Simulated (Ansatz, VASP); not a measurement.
**One calculation of SnO2, two programs**

The input POSCAR:

```
SnO2
1.0
    0.0000000000      2.5336843050      2.5336843050
    2.5336843050      0.0000000000      2.5336843050
    2.5336843050      2.5336843050      0.0000000000
Sn O
1 2
Direct
    0.0000000000      0.0000000000      0.0000000000
    0.2500000000      0.2500000000      0.2500000000
    0.7500000000      0.7500000000      0.7500000000
```

Contents of INCAR.step1:

```
SYSTEM = SnO2
  PREC = Accurate
  ENCUT = 600
  ISMEAR = 0
  SIGMA = 0.02
  LREAL = .FALSE.
  LASPH = .TRUE.
  NELM = 60
  GGA = PE
  ALGO = Normal
  EDIFF = 1E-4
  LWAVE = .TRUE.
  LCHARG = .FALSE.
```

Contents of INCAR.step2:

```
SYSTEM = SnO2
  PREC = Accurate
  ENCUT = 600
  EDIFF = 1E-6
  ISMEAR = 0
  SIGMA = 0.02
  LREAL = .FALSE.
  LASPH = .TRUE.
  NELM = 60
  ALGO = Normal
  ISIF = 3
  LWAVE = .FALSE.
  LCHARG = .FALSE.
  METAGGA = R2SCAN
  LMIXTAU = .TRUE.
  IBRION = 2
  NSW = 100
  EDIFFG = -0.005
  ISTART = 1
```

The input KPOINTS:

```
regular mesh
0
G
  10 10 10
  0 0 0
```

Input for Ansatz:

```yaml
crystal:
  lattice:
    - [0.0, 2.533684305, 2.533684305]
    - [2.533684305, 0.0, 2.533684305]
    - [2.533684305, 2.533684305, 0.0]
  atoms:
    - { symbol: Sn, position: [0.0, 0.0, 0.0] }
    - { symbol: O, position: [0.25, 0.25, 0.25] }
    - { symbol: O, position: [0.75, 0.75, 0.75] }
basis:
  ecutwfc: 500
kpoints:
  mp_grid: { grid: [10, 10, 10] }
hamiltonian:
  xc: r2scan
scf:
  occupations: { method: gaussian, width: 0.02 }
output:
  forces: true
  stress: true
  eigenvalues: true
  write_density: true
  write_potential: true
  elf: true
  volumetric_format: npy
relax:
  adjacent_minimum: "off"
  f_tol: 0.005
  max_steps: 80
  cell: { stress_tol: 0.05 }
```

Alike in both runs: task relaxation of cell and atoms; functional r2SCAN; k mesh 10 × 10 × 10; occupations gaussian, width 0.02 eV; no spin polarisation.

|  | VASP | Ansatz |
| --- | --- | --- |
| version | VASP 6.6.1 | Ansatz 0.2.0 |
| potentials or method | VASP PAW PBE potentials, release 64 (Sn_d, O), cutoff 600 eV | scalar-relativistic, plane waves, PAW |
| valence electrons in the cell | 26 | 26 |

|  | VASP | Ansatz | Ansatz less VASP |
| --- | --- | --- | --- |
| gap on the k mesh at the Fermi level, each at its own relaxed structure (eV) | 0.81 | 0.84 | +0.031 |
| relaxed volume (Å³/atom) | 10.90 | 10.84 | -0.053 |
| relaxed cell length with the largest relative difference (Å) | 3.589 | 3.583 | -0.0058 |

VASP's potentials were made for PBE, not for r2SCAN.
